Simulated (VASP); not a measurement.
# TiC (I4mm) in VASP: notebook

TiC is run at these levels: PBEsol; tasks: single point.

Everything below comes from runs of VASP 6.6.1. Logs are shortened: lines on timing, memory, paths and dates and some standing lists are left out, and cuts for length are marked.

## Step 1: The cell of the first run

The structure is tetragonal, space group I4mm (No. 107). The conventional cell has a = 3.060 Å, b = 3.060 Å, c = 4.328 Å, α = 90.00°, β = 90.00°, γ = 90.00°. Within 2.8 Å of Ti (site symmetry 4mm) lie 6 C at 2.10 to 2.23 Å. C (site symmetry 4mm) has 6 Ti at 2.10 to 2.23 Å within 2.8 Å.

## Step 2: Single point, PBEsol (all C atoms moved +0.062 Å, as atom 2 along Cartesian [0 1 0])

INCAR

```
ALGO = Normal ; EDIFF = 1E-6
ENCUT = 520 ; GGA = PS
ISIF = 2 ; ISMEAR = 0
LASPH = T ; LCHARG = T
LELF = T ; LREAL = F
LVHAR = T ; LWAVE = F
NBANDS = 15 ; NELM = 60
PREC = Accurate ; SIGMA = 0.15
```

KPOINTS

```
k-points
0
Gamma
  18 18 18
```

POSCAR

```
TiC
1.0
    0.0000000000      2.1640000000      2.1640000000
    2.1640000000      0.0000000000      2.1640000000
    2.1640000000      2.1640000000      0.0000000000
Ti C
1 1
Direct
    0.0000000000      0.0000000000      0.0000000000
    0.5144408503      0.4855591497      0.5144408503
```

Potentials or basis: VASP PAW PBE potentials, release 64 (Ti_sv, C).

Command:

```bash
> cat potpaw_PBE.64/Ti_sv/POTCAR potpaw_PBE.64/C/POTCAR > POTCAR
> mpirun -np 1 vasp_std > vasp.out
```

OUTCAR:

```text
EDIFF = 1E-6
   ENCUT = 520
   GGA = PS
   ISIF = 2
   ISMEAR = 0
   LASPH = T
   LREAL = F
   NELM = 60
   PREC = Accurate

 ion  position               nearest neighbor table
   1  0.000  0.000  0.000-   2 2.10   2 2.16   2 2.16   2 2.16   2 2.16   2 2.23
   2  0.514  0.486  0.514-   1 2.10   1 2.16   1 2.16   1 2.16   1 2.16   1 2.23

  LATTYP: Found a face centered cubic cell.
 ALAT       =     4.3280000000

  Lattice vectors:

 A1 = (   0.0000000000,   2.1640000000,   2.1640000000)
 A2 = (   2.1640000000,   0.0000000000,   2.1640000000)
 A3 = (   2.1640000000,   2.1640000000,   0.0000000000)

Analysis of symmetry for initial positions (statically):
=====================================================================
 Subroutine PRICEL returns:
 Original cell was already a primitive cell.

 Routine SETGRP: Setting up the symmetry group for a
 face centered cubic supercell.

 Subroutine GETGRP returns: Found  8 space group operations
 (whereof  8 operations were pure point group operations)
 out of a pool of 48 trial point group operations.

The static configuration has the point symmetry C_4v.

Analysis of symmetry for dynamics (positions and initial velocities):
=====================================================================
 Subroutine PRICEL returns:
 Original cell was already a primitive cell.

 Routine SETGRP: Setting up the symmetry group for a
 face centered cubic supercell.

 Subroutine GETGRP returns: Found  8 space group operations
 (whereof  8 operations were pure point group operations)
 out of a pool of 48 trial point group operations.

The dynamic configuration has the point symmetry C_4v.

 Subroutine INISYM returns: Found  8 space group operations
 (whereof  8 operations are pure point group operations),
 and found     1 'primitive' translations

----------------------------------------------------------------------------------------

                                     Primitive cell

  volume of cell :      20.2676

  direct lattice vectors                    reciprocal lattice vectors
     0.000000000  2.164000000  2.164000000    -0.231053604  0.231053604  0.231053604
     2.164000000  0.000000000  2.164000000     0.231053604 -0.231053604  0.231053604
     2.164000000  2.164000000  0.000000000     0.231053604  0.231053604 -0.231053604

  length of vectors
     3.060358149  3.060358149  3.060358149     0.400196582  0.400196582  0.400196582

  position of ions in fractional coordinates (direct lattice)
     0.000000000  0.000000000  0.000000000
     0.514440850  0.485559150  0.514440850

  ion indices of the primitive-cell ions
   primitive index   ion index
                 1           1
                 2           2

----------------------------------------------------------------------------------------

 KPOINTS: k-points

Automatic generation of k-mesh.
 Grid dimensions read from file:
 generate k-points for:   18   18   18

 Generating k-lattice:

  Cartesian coordinates                     Fractional coordinates (reciprocal lattice)
    -0.012836311  0.012836311  0.012836311     0.055555556  0.000000000  0.000000000
     0.012836311 -0.012836311  0.012836311     0.000000000  0.055555556  0.000000000
     0.012836311  0.012836311 -0.012836311     0.000000000  0.000000000  0.055555556

  Length of vectors
     0.022233143  0.022233143  0.022233143

  Shift w.r.t. Gamma in fractional coordinates (k-lattice)
     0.000000000  0.000000000  0.000000000

 Subroutine IBZKPT returns following result:
 ===========================================

 Found    480 irreducible k-points:

 Following reciprocal coordinates:
            Coordinates               Weight
  0.000000  0.000000  0.000000      1.000000
  0.055556  0.000000  0.000000      8.000000
  0.111111  0.000000  0.000000      8.000000
  0.166667  0.000000  0.000000      8.000000
  0.222222  0.000000  0.000000      8.000000
  0.277778  0.000000  0.000000      8.000000
[... 16 lines left out ...]
  0.388889  0.055556  0.000000     16.000000
  0.055556  0.000000  0.388889      8.000000
 [... further k-points ...]
   k-points           NKPTS =    480   k-points in BZ     NKDIM =    480   number of bands    NBANDS=     15
   number of dos      NEDOS =    301   number of ions     NIONS =      2
   total plane-waves  NPLWV =  13824
   dimension x,y,z NGX =    24 NGY =   24 NGZ =   24
   dimension x,y,z NGXF=    48 NGYF=   48 NGZF=   48
   ions per type =               1   1
   NGX,Y,Z   is equivalent  to a cutoff of  13.04, 13.04, 13.04 a.u.
   NGXF,Y,Z  is equivalent  to a cutoff of  26.07, 26.07, 26.07 a.u.
 SYSTEM =  unknown system
   PREC   = accura    normal or accurate (medium, high low for compatibility)
   ISTART =      0    job   : 0-new  1-cont  2-samecut
   ICHARG =      2    charge: 1-file 2-atom 10-const
   ISPIN  =      1    spin polarized calculation?
   LNONCOLLINEAR =      F non collinear calculations
   LSORBIT =      F    spin-orbit coupling
   LASPH  =      T    aspherical Exc in radial PAW
   ENCUT  =  520.0 eV  38.22 Ry    6.18 a.u.   5.69  5.69  5.69*2*pi/ulx,y,z
   NELM   =     60;   NELMIN=  2; NELMDL= -5     # of ELM steps
   EDIFF  = 0.1E-05   stopping-criterion for ELM
   LREAL  =      F    real-space projection
   EDIFFG = 0.1E-04   stopping-criterion for IOM
   NSW    =      0    number of steps for IOM
   IBRION =     -1    ionic relax: 0-MD 1-quasi-New 2-CG
   NFREE  =      0    steps in history (QN), initial steepest desc. (CG)
   ISIF   =      2    stress and relaxation
   ISYM   =      2    0-nonsym 1-usesym 2-fastsym
   POTIM  = 0.5000    time-step for ionic-motion
   TEBEG  =    0.0;   TEEND  =   0.0 temperature during run
   PSTRESS=    0.0 pullay stress
   NELECT =      16.0000    total number of electrons
   NUPDOWN=      -1.0000    fix difference up-down
   EMIN   =  10.00;   EMAX   =-10.00  energy-range for DOS
   EFERMI =   0.00;   METHOD = LEGACY
   ISMEAR =     0;   SIGMA  =   0.15  broadening in eV -4-tet -1-fermi 0-gaus
   EFERMI_NEDOS =   21; number of points for ismear=-14 and -15
   IALGO  =     38    algorithm
   IMIX   =      4    mixing-type and parameters
     AMIX     =   0.40;   BMIX     =  1.00
     AMIX_MAG =   1.60;   BMIX_MAG =  1.00
  volume/ion in A,a.u.               =      10.13        68.39
  Fermi-wavevector in a.u.,A,eV,Ry     =   1.513030  2.859212 31.147275  2.289260
  Thomas-Fermi vector in A             =   2.622876
   LORBIT       =      0    0 simple, 1 ext, 2 COOP (PROOUT), +10 PAW based schemes
   GGA     = PS    functional components
   LHFCALC =     F    Hartree Fock is set to
   AEXX    =    0.0000 exact exchange contribution
   IVDW    =     0    specifies the selected vdW correction
   LEPSILON=     F    determine dielectric tensor
   LRPA    =     F    only Hartree local field effects (RPA)
 non-spin polarized calculation
 Gauss-broadening in eV      SIGMA  =   0.15
  energy-cutoff  :      520.00
  volume of cell :       20.27
 maximum number of plane-waves:       568
   NGX = 11   NGY = 11   NGZ = 11

 number of electron      16.0000000 magnetization

 Free energy of the ion-electron system (eV)
  ---------------------------------------------------
  ext. energy  EPLUGINS =         0.00000000
  ---------------------------------------------------
  free energy    TOTEN  =       -19.77705209 eV

  energy without entropy =      -19.77367484  energy(sigma->0) =      -19.77536346

 E-fermi :   9.3416     XC(G=0): -12.8706

 val. band max:        9.3401852292   @ k =  -0.0556   0.0556   0.0000
 cond. band min:       9.3446058682   @ k =   0.1111   0.0000   0.1111
 fundamental gap:      0.0044206391
 Fermi energy:         9.3415972805

 k-point     1 :       0.0000    0.0000    0.0000
  band No.  band energies     occupation
      1     -46.9929      2.00000
      2     -23.1193      2.00000
      3     -23.1193      2.00000
      4     -23.1180      2.00000
      5      -3.0462      2.00000
      6       9.8676      0.00000
      7       9.8676      0.00000
      8       9.9937      0.00000
      9      10.5133      0.00000
     10      11.0608      0.00000
     11      11.1737      0.00000
     12      11.1737      0.00000
     13      11.6159      0.00000
     14      19.8216      0.00000
     15      23.2489      0.00000

 k-point     2 :       0.0556    0.0000    0.0000
  band No.  band energies     occupation
      1     -46.9906      2.00000
      2     -23.1350      2.00000
      3     -23.1208      2.00000
      4     -23.1199      2.00000
      5      -2.9755      2.00000
      6       9.4890      0.16450
      7       9.7326      0.00023
      8       9.8958      0.00000
      9      10.3222      0.00000
     10      10.4826      0.00000
     11      11.2340      0.00000
     12      11.9900      0.00000
     13      12.1621      0.00000
     14      19.9493      0.00000
     15      23.2865      0.00000

 k-point     3 :       0.1111    0.0000    0.0000
  band No.  band energies     occupation
      1     -46.9841      2.00000
      2     -23.1810      2.00000
      3     -23.1252      2.00000
      4     -23.1243      2.00000
      5      -2.7668      2.00000
      6       8.7665      2.00000
      7       9.1757      1.88214
      8       9.2984      1.31644
      9      10.3584      0.00000
     10      10.4076      0.00000
     11      11.5059      0.00000
     12      12.9234      0.00000
     13      13.0262      0.00000
     14      20.2746      0.00000
     15      23.3385      0.00000
[... 343 lines left out ...]
 k-point    23 :       0.3889    0.0556    0.0000
  band No.  band energies     occupation
      1     -46.9279      2.00000
      2     -23.5498      2.00000
      3     -23.1701      2.00000
      4     -23.1645      2.00000
      5      -0.4377      2.00000
      6       4.6296      2.00000
      7       6.6693      2.00000
      8       6.8838      2.00000
      9      11.6186      0.00000
     10      12.0133      0.00000
     11      12.9340      0.00000
     12      16.4043      0.00000
     13      17.0000      0.00000
     14      18.9551      0.00000
     15      24.8346      0.00000

 k-point    24 :       0.0556    0.0000    0.3889
  band No.  band energies     occupation
      1     -46.9279      2.00000
      2     -23.5498      2.00000
      3     -23.1708      2.00000
      4     -23.1639      2.00000
      5      -0.4372      2.00000
      6       4.6312      2.00000
      7       6.6766      2.00000
      8       6.8712      2.00000
      9      11.6175      0.00000
     10      12.0204      0.00000
     11      12.9422      0.00000
     12      16.3915      0.00000
     13      16.9854      0.00000
     14      18.9748      0.00000
     15      24.8110      0.00000

 [... further k-points ...]
[... 5 lines left out ...]
  --------------------------------------------------------------------------------------
  -------------------------------------------------------------------------------------
  Total       -0.7336607     -0.5995572     -0.7336607     -0.0000000      0.0000000      0.0000000
  in kB      -57.9968062    -47.3957508    -57.9968062     -0.0000000      0.0000000      0.0000000
  external PRESSURE =     -54.4631210 kB  Pullay stress =       0.0000000 kB

 VOLUME and BASIS-vectors are now :
 -----------------------------------------------------------------------------
  energy-cutoff  :      520.00
  volume of cell :       20.27
      direct lattice vectors                 reciprocal lattice vectors
     0.000000000  2.164000000  2.164000000    -0.231053604  0.231053604  0.231053604
     2.164000000  0.000000000  2.164000000     0.231053604 -0.231053604  0.231053604
     2.164000000  2.164000000  0.000000000     0.231053604  0.231053604 -0.231053604

 POSITION                                       TOTAL-FORCE (eV/Angst)
 -----------------------------------------------------------------------------------
      0.00000      0.00000      0.00000         0.000000      0.582553      0.000000
      2.16400      2.22650      2.16400         0.000000     -0.582553      0.000000
 -----------------------------------------------------------------------------------
    total drift:                               -0.000000      0.000042      0.000000

  FREE ENERGIE OF THE ION-ELECTRON SYSTEM (eV)
  ---------------------------------------------------
  free  energy   TOTEN  =       -19.7770520920 eV

  energy  without entropy=      -19.7736748361  energy(sigma->0) =      -19.77536346
```

Wall time 45 s (1 thread of Intel Xeon 6975P-C (Granite Rapids), shared host); peak memory 0.26 GiB.

Results:

```
Free energy            : -19.7771 eV
Pressure               : -5.4 GPa
Largest force          : 0.583 eV/Å
Band gap on the k mesh : zero (band 8 reaches 9.99 eV, above the bottom of band 9 at 8.91 eV)
```

Forces in eV/Å, atoms in the order of the input:
```
Ti   0.000  0.583  0.000
C    0.000 -0.583  0.000
```

Stress tensor (GPa, compression positive):
```
-5.80  0.00  0.00
 0.00 -4.74  0.00
 0.00  0.00 -5.80
```

Caveat: the cell differs from its parent crystal (all C atoms moved +0.062 Å, as atom 2 along Cartesian [0 1 0]); the PAW data sets were made with another functional, which shifts forces and pressure a little.

(Part 1 of 2 ends here.)
